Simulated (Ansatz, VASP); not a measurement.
H: VASP beside Ansatz

File INCAR:

```
SYSTEM = H
ALGO = Normal ; EDIFF = 1E-7
ENCUT = 520 ; GGA = PE
ISIF = 2 ; ISMEAR = 0
LASPH = .TRUE. ; LCHARG = .TRUE.
LELF = .TRUE. ; LREAL = .FALSE.
LVHAR = .TRUE. ; LWAVE = .FALSE.
NBANDS = 10 ; NELM = 100
PREC = Accurate ; SIGMA = 0.05
```

Contents of KPOINTS:

```
k-points
0
G
  9 9 6
  0 0 0
```

File POSCAR:

```
H
1.0
    3.8401304226      0.0000000000      0.0000000000
   -1.9200652113      3.3256504998      0.0000000000
    0.0000000000      0.0000000000      5.1728280887
H
4
Direct
    0.3333333333      0.6666666667      0.1764958800
    0.6666666667      0.3333333333      0.6764958800
    0.6666666667      0.3333333333      0.8235041200
    0.3333333333      0.6666666667      0.3235041200
```

Input for Ansatz:

```yaml
crystal:
  lattice:
    - [3.8401304226, 0.0, 0.0]
    - [-1.9200652113, 3.3256504998, 0.0]
    - [0.0, 0.0, 5.1728280887]
  atoms:
    - { symbol: H, position: [0.3333333333, 0.6666666667, 0.17649588] }
    - { symbol: H, position: [0.6666666667, 0.3333333333, 0.67649588] }
    - { symbol: H, position: [0.6666666667, 0.3333333333, 0.82350412] }
    - { symbol: H, position: [0.3333333333, 0.6666666667, 0.32350412] }
basis:
  ecutwfc: 420
kpoints:
  mp_grid: { grid: [9, 9, 6] }
hamiltonian:
  xc: pbe
scf:
  occupations: { method: gaussian, width: 0.05 }
output:
  forces: true
  stress: true
  eigenvalues: true
```

Change from the starting cell: strain +0.000 along x and y, +0.025 along z, atoms carried along.

Alike in both runs: task single point; functional PBE; k mesh 9 × 9 × 6; occupations gaussian, width 0.05 eV; no spin polarisation.

|  | VASP | Ansatz |
| --- | --- | --- |
| version | VASP 6.6.1 | Ansatz 0.2.0 |
| potentials or method | VASP PAW PBE potentials, release 64 (H), cutoff 520 eV | scalar-relativistic, plane waves, PAW |
| valence electrons in the cell | 4 | 4 |

```tsv
	VASP	Ansatz	Ansatz less VASP
gap on the k mesh at the Fermi level (eV)	9.13	9.12	-0.002
least direct gap on the mesh (eV)	9.13	9.12	-0.002
pressure (GPa)	-0.5	-0.4	+0.15
traceless stress, the component that is largest in VASP (GPa)	-0.85	-0.80	+0.047
rms of the force components (eV/Å)	0.193	0.187	-0.0056
```

Atom by atom the forces differ by 0.006 eV/Å (rms over components).
